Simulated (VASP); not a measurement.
A run of VASP 6.6.1 is set up as follows.

Contents of INCAR:

```
PREC = Accurate
ENCUT = 600
EDIFF = 1E-6
ISMEAR = 0
SIGMA = 0.1
LREAL = False
LASPH = True
NELM = 100
ALGO = Fast
ISIF = 3
LWAVE = False
LCHARG = False
GGA = PE
IBRION = 2
NSW = 100
EDIFFG = -0.005
```

File KPOINTS:

```
regular mesh
0
Gamma
  18 18 10
```

POSCAR

```
Pt
1.0
    2.7616874653      0.0000002875      0.0000000000
   -1.3808439816      2.3916913585      0.0000000000
    0.0000000000      0.0000000000      4.7793972311
Pt
2
Direct
    0.0000000000      0.0000000000      0.0000000000
    0.3333333333      0.6666666667      0.5000000000
```

Potentials or basis: VASP PAW PBE potentials, release 64 (Pt).

Run with:

```sh
$ cat potpaw_PBE.64/Pt/POTCAR > POTCAR
$ mpirun -np 1 vasp_std > vasp.out
```

(1) Predict the band gap on the k mesh.

(2) What does it give for the relaxed cell?

(3) What does it give for the space group after relaxing (to 0.1 Å)?

(4) Predict the relaxed volume.

Answers

(1) zero (bands 10 and 11 overlap by 1.28 eV).

(2) a = 2.758 Å, b = 2.758 Å, c = 4.774 Å, α = 90.00°, β = 90.00°, γ = 120.00°.

(3) P6_3/mmc (No. 194).

(4) 15.73 Å³/atom.

Caveat: spin-orbit coupling is left out, which moves the levels of the heavy elements.
